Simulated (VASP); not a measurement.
# Ca (Fm-3m) in VASP: a series of runs, part 2 of 2

VASP 6.6.1. Earlier steps stand in the parts before.

## 4. Electric field gradients, PBE (volume scaled by 1.06)

Input file INCAR:

```
ALGO = Normal
EDIFF = 1E-8
ENCUT = 520
GGA = PE
ISIF = 2
ISMEAR = -1
LASPH = T
LCHARG = F
LEFG = T
LREAL = F
LWAVE = F
NBANDS = 11
NELM = 60
PREC = Accurate
SIGMA = 0.05
```

Input file KPOINTS:

```
k-points
0
Gamma
  11 11 11
```

Input file POSCAR:

```
Ca
1.0
    0.0000000000      2.8490021484      2.8490021484
    2.8490021484      0.0000000000      2.8490021484
    2.8490021484      2.8490021484      0.0000000000
Ca
1
Direct
    0.0000000000      0.0000000000      0.0000000000
```

Potentials or basis: VASP PAW PBE potentials, release 64 (Ca_sv).

Started as:

```
$ cat potpaw_PBE.64/Ca_sv/POTCAR > POTCAR
$ mpirun -np 1 vasp_std > vasp.out
```

OUTCAR:

```text
EDIFF = 1E-8
   ENCUT = 520
   GGA = PE
   ISIF = 2
   ISMEAR = -1
   LASPH = T
   LREAL = F
   NELM = 60
   PREC = Accurate

 ion  position               nearest neighbor table
   1  0.000  0.000  0.000-

  LATTYP: Found a face centered cubic cell.
 ALAT       =     5.6980042968

  Lattice vectors:

 A1 = (   0.0000000000,   2.8490021484,   2.8490021484)
 A2 = (   2.8490021484,   0.0000000000,   2.8490021484)
 A3 = (   2.8490021484,   2.8490021484,   0.0000000000)

Analysis of symmetry for initial positions (statically):
=====================================================================
 Subroutine PRICEL returns:
 Original cell was already a primitive cell.

 Routine SETGRP: Setting up the symmetry group for a
 face centered cubic supercell.

 Subroutine GETGRP returns: Found 48 space group operations
 (whereof 48 operations were pure point group operations)
 out of a pool of 48 trial point group operations.

The static configuration has the point symmetry O_h .

Analysis of symmetry for dynamics (positions and initial velocities):
=====================================================================
 Subroutine PRICEL returns:
 Original cell was already a primitive cell.

 Routine SETGRP: Setting up the symmetry group for a
 face centered cubic supercell.

 Subroutine GETGRP returns: Found 48 space group operations
 (whereof 48 operations were pure point group operations)
 out of a pool of 48 trial point group operations.

The dynamic configuration has the point symmetry O_h .

 Subroutine INISYM returns: Found 48 space group operations
 (whereof 48 operations are pure point group operations),
[... 151 lines left out ...]
      1     -40.6212      2.00000
      2     -21.5469      2.00000
      3     -21.5469      2.00000
      4     -21.5469      2.00000
      5      -2.2509      2.00000
      6       3.8218      0.00000
      7       3.8218      0.00000
      8       3.8218      0.00000
      9       4.7801      0.00000
     10       4.7801      0.00000
     11      10.3392      0.00000
[... 309 lines left out ...]
 k-point    24 :      -0.1818    0.1818    0.0000
  band No.  band energies     occupation
      1     -40.6154      2.00000
      2     -21.6006      2.00000
      3     -21.5699      2.00000
      4     -21.5541      2.00000
      5      -0.9276      2.00000
      6       2.8938      0.00000
      7       3.5916      0.00000
      8       4.2755      0.00000
      9       4.3337      0.00000
     10       5.2107      0.00000
     11       8.4613      0.00000

 [... further k-points ...]
[... 5 lines left out ...]
  --------------------------------------------------------------------------------------
  -------------------------------------------------------------------------------------
  Total       -0.3930137     -0.3930137     -0.3930137     -0.0000000     -0.0000000      0.0000000
  in kB      -13.6147571    -13.6147571    -13.6147571     -0.0000000     -0.0000000      0.0000000
  external PRESSURE =     -13.6147571 kB  Pullay stress =       0.0000000 kB

 VOLUME and BASIS-vectors are now :
 -----------------------------------------------------------------------------
  energy-cutoff  :      520.00
  volume of cell :       46.25
      direct lattice vectors                 reciprocal lattice vectors
     0.000000000  2.849002148  2.849002148    -0.175500043  0.175500043  0.175500043
     2.849002148  0.000000000  2.849002148     0.175500043 -0.175500043  0.175500043
     2.849002148  2.849002148  0.000000000     0.175500043  0.175500043 -0.175500043

 POSITION                                       TOTAL-FORCE (eV/Angst)
 -----------------------------------------------------------------------------------
      0.00000      0.00000      0.00000         0.000000     -0.000000     -0.000000
 -----------------------------------------------------------------------------------
    total drift:                               -0.000000     -0.000000      0.000000

  FREE ENERGIE OF THE ION-ELECTRON SYSTEM (eV)
  ---------------------------------------------------
  free  energy   TOTEN  =        -1.9178500148 eV

  energy  without entropy=       -1.9064094508  energy(sigma->0) =       -1.91212973

 Electric field gradients (V/A^2)
---------------------------------------------------------------------
 ion       V_xx      V_yy      V_zz      V_xy      V_xz      V_yz
---------------------------------------------------------------------
   1       0.000    -0.000    -0.000     0.001     0.001     0.001
---------------------------------------------------------------------

 Electric field gradients after diagonalization (V/A^2)
 (convention: |V_zz| > |V_xx| > |V_yy|)
----------------------------------------------------------------------
 ion       V_xx      V_yy      V_zz     asymmetry (V_yy - V_xx)/ V_zz
----------------------------------------------------------------------
   1      -0.001    -0.001     0.001       0.000
----------------------------------------------------------------------

           NMR quadrupolar parameters

 Cq : quadrupolar parameter    Cq=e*Q*V_zz/h
 eta: asymmetry parameters     (V_yy - V_xx)/ V_zz
 Q  : nuclear electric quadrupole moment in mb (millibarn)
----------------------------------------------------------------------
 ion       Cq(MHz)       eta       Q (mb)
----------------------------------------------------------------------
   1       0.000       0.000       1.000
----------------------------------------------------------------------
```

stdout:

```text
POSCAR found type information on POSCAR Ca
 POSCAR found :  1 types and       1 ions
 scaLAPACK will be used
 LDA part: xc-table for (Slater+PW92), standard interpolation
 POSCAR, INCAR and KPOINTS ok, starting setup
 FFT: planning ... GRIDC
 FFT: planning ... GRID_SOFT
 FFT: planning ... GRID
 WAVECAR not read
 entering main loop
ion   1
```

It took 32 s on 1 thread of Intel Xeon 6975P-C, shared host; peak memory 0.18 GiB.

Results:

| Item | Value |
| --- | --- |
| Free energy | -1.9179 eV |
| Pressure | -1.4 GPa |
| Band gap on the k mesh | zero (band 5 reaches 1.80 eV, above the bottom of band 6 at 1.44 eV) |

Caveat: without QUAD_EFG the Cq values of the log hold for a quadrupole moment of 1 mb, not for the nuclei.

## 5. Electric field gradients, PBE (volume scaled by 1.06)

Input file INCAR:

```
SYSTEM = Ca
PREC = Accurate ; ENCUT = 520
EDIFF = 1E-8 ; ISMEAR = -1
SIGMA = 0.05 ; LREAL = .False.
LASPH = .True. ; NELM = 100
ALGO = Normal ; ISIF = 2
LWAVE = .False. ; LCHARG = .False.
GGA = PE ; LEFG = .True.
NBANDS = 11
```

Input file KPOINTS:

```
regular mesh
0
Gamma
  11 11 11
  0 0 0
```

POSCAR is that of step 4.

Potentials or basis: VASP PAW PBE potentials, release 64 (Ca_sv).

Started as:

```
$ cat potpaw_PBE.64/Ca_sv/POTCAR > POTCAR
$ mpirun -np 1 vasp_std > vasp.out
```

OUTCAR:

```text
SYSTEM = Ca
   PREC = Accurate
   ENCUT = 520
   EDIFF = 1E-8
   ISMEAR = -1
   LREAL = .False.
   LASPH = .True.
   NELM = 100
   ISIF = 2
   GGA = PE

 ion  position               nearest neighbor table
   1  0.000  0.000  0.000-

  LATTYP: Found a face centered cubic cell.
 ALAT       =     5.6980042968

  Lattice vectors:

 A1 = (   0.0000000000,   2.8490021484,   2.8490021484)
 A2 = (   2.8490021484,   0.0000000000,   2.8490021484)
 A3 = (   2.8490021484,   2.8490021484,   0.0000000000)

[... 540 lines left out ...]
    total drift:                               -0.000000     -0.000000      0.000000

  FREE ENERGIE OF THE ION-ELECTRON SYSTEM (eV)
  ---------------------------------------------------
  free  energy   TOTEN  =        -1.9178500148 eV

  energy  without entropy=       -1.9064094508  energy(sigma->0) =       -1.91212973

 Electric field gradients (V/A^2)
---------------------------------------------------------------------
 ion       V_xx      V_yy      V_zz      V_xy      V_xz      V_yz
---------------------------------------------------------------------
   1       0.000    -0.000    -0.000     0.001     0.001     0.001
---------------------------------------------------------------------

 Electric field gradients after diagonalization (V/A^2)
 (convention: |V_zz| > |V_xx| > |V_yy|)
----------------------------------------------------------------------
 ion       V_xx      V_yy      V_zz     asymmetry (V_yy - V_xx)/ V_zz
----------------------------------------------------------------------
   1      -0.001    -0.001     0.001       0.000
----------------------------------------------------------------------

           NMR quadrupolar parameters

 Cq : quadrupolar parameter    Cq=e*Q*V_zz/h
 eta: asymmetry parameters     (V_yy - V_xx)/ V_zz
 Q  : nuclear electric quadrupole moment in mb (millibarn)
----------------------------------------------------------------------
 ion       Cq(MHz)       eta       Q (mb)
----------------------------------------------------------------------
   1       0.000       0.000       1.000
----------------------------------------------------------------------
```

OSZICAR:

```text
N       E                     dE             d eps       ncg     rms          rms(c)
DAV:   1     0.659380665417E+02    0.65938E+02   -0.49187E+03  1232   0.810E+02
DAV:   2    -0.260275778802E+00   -0.66198E+02   -0.65705E+02  1361   0.209E+02
DAV:   3    -0.184037669510E+01   -0.15801E+01   -0.15589E+01  1832   0.303E+01
DAV:   4    -0.192055226701E+01   -0.80176E-01   -0.79798E-01  1551   0.550E+00
DAV:   5    -0.192219155266E+01   -0.16393E-02   -0.16390E-02  1791   0.723E-01    0.226E+00
DAV:   6    -0.191853920618E+01    0.36523E-02   -0.10199E-02  1507   0.110E+00    0.138E+00
DAV:   7    -0.191823623181E+01    0.30297E-03   -0.16432E-02  1340   0.150E+00    0.101E-01
DAV:   8    -0.191783625088E+01    0.39998E-03   -0.18305E-03  1451   0.402E-01    0.220E-02
DAV:   9    -0.191784955584E+01   -0.13305E-04   -0.10191E-04  1643   0.820E-02    0.677E-03
DAV:  10    -0.191785060737E+01   -0.10515E-05   -0.69396E-06  1815   0.207E-02    0.906E-04
DAV:  11    -0.191785004061E+01    0.56676E-06   -0.32365E-07  1986   0.373E-03    0.111E-03
DAV:  12    -0.191784999254E+01    0.48069E-07   -0.23937E-08  1793   0.126E-03    0.483E-05
DAV:  13    -0.191785000877E+01   -0.16226E-07   -0.44403E-10   853   0.141E-04    0.303E-05
DAV:  14    -0.191785001483E+01   -0.60546E-08   -0.83275E-11   760   0.595E-05
   1 F= -.19178500E+01 E0= -.19121297E+01  d E =-.114406E-01
```

stdout:

```text
POSCAR found type information on POSCAR Ca
 POSCAR found :  1 types and       1 ions
 scaLAPACK will be used
 LDA part: xc-table for (Slater+PW92), standard interpolation
 POSCAR, INCAR and KPOINTS ok, starting setup
 FFT: planning ... GRIDC
 FFT: planning ... GRID_SOFT
 FFT: planning ... GRID
 WAVECAR not read
 entering main loop
ion   1
```

It took 33 s on 1 thread of Intel Xeon 6975P-C, shared host; peak memory 0.18 GiB.

Results:

```
Free energy            : -1.9179 eV
Pressure               : -1.4 GPa
Band gap on the k mesh : zero (band 5 reaches 1.80 eV, above the bottom of band 6 at 1.44 eV)
```

Caveat: without QUAD_EFG the Cq values of the log hold for a quadrupole moment of 1 mb, not for the nuclei.

## 6. Density of states, PBE

Input file POSCAR:

```
Ca
1.0
    0.0000000000      2.7942000000      2.7942000000
    2.7942000000      0.0000000000      2.7942000000
    2.7942000000      2.7942000000      0.0000000000
Ca
1
Direct
    0.0000000000      0.0000000000      0.0000000000
```

Input file INCAR.step1:

```
  ALGO = Normal
  EDIFF = 1E-6
  ENCUT = 520
  GGA = PE
  ISIF = 2
  ISMEAR = -1
  LASPH = True
  LCHARG = True
  LREAL = False
  LWAVE = False
  NBANDS = 11
  NELM = 60
  PREC = Accurate
  SIGMA = 0.05
```

Input file KPOINTS.step1:

```
k-points
0
Gamma
  11 11 11
```

Input file INCAR.step2:

```
  ALGO = Normal
  EDIFF = 1E-6
  ENCUT = 520
  GGA = PE
  ICHARG = 11
  ISIF = 2
  ISMEAR = -5
  LASPH = True
  LCHARG = False
  LORBIT = 11
  LREAL = False
  LWAVE = False
  NEDOS = 2001
  NELM = 60
  PREC = Accurate
  SIGMA = 0.05
```

Input file KPOINTS.step2:

```
k-points
0
Gamma
  17 17 17
```

Potentials or basis: VASP PAW PBE potentials, release 64 (Ca_sv).

Started as:

```
$ cat potpaw_PBE.64/Ca_sv/POTCAR > POTCAR
$ cp INCAR.step1 INCAR
$ cp KPOINTS.step1 KPOINTS
$ mpirun -np 1 vasp_std > vasp.out
$ cp INCAR.step2 INCAR
$ cp KPOINTS.step2 KPOINTS
$ mpirun -np 1 vasp_std > vasp.out
```

Run time: 61 s. Hardware: 1 thread of Intel Xeon 6975P-C, shared host; peak memory 0.21 GiB.

It converged, with:

| Item | Value |
| --- | --- |
| Valence electrons inside the program's atomic spheres | Ca 8.07 |

Levels at points of the mesh, in eV from the Fermi level:
```csv
k point,band 2,band 3,band 4,band 5,band 6,band 7,band 8,band 9
"(0.00, 0.00, 0.00)",-23.01,-23.01,-23.01,-3.96,2.29,2.29,2.29,3.32
```

Caveat: tetrahedron occupations give inexact forces and stress in metals.

## 7. Overview

```tsv
task	cell	k mesh for the DOS	occupations for the DOS	gap on the mesh (eV)	pressure (GPa)
electric field gradients	a = 3.952 Å, angles 60.0°, 1 atom	-	-	none	-0.5
electric field gradients	a = 3.991 Å, angles 60.0°, 1 atom	-	-	none	-1.0
electric field gradients	a = 4.029 Å, angles 60.0°, 1 atom	-	-	none	-1.4
density of states	a = 3.952 Å, angles 60.0°, 1 atom	17 × 17 × 17	tetrahedron	-	-
```

Alike in all rows: level PBE; potentials or basis VASP PAW PBE potentials, release 64 (Ca_sv); no spin polarisation; k mesh 11 × 11 × 11; cutoff (eV) 520; smearing fermi-dirac 0.05 eV.

Caveats: tetrahedron occupations give inexact forces and stress in metals (some runs).

Absolute energies hang on the potentials; compare differences alone.
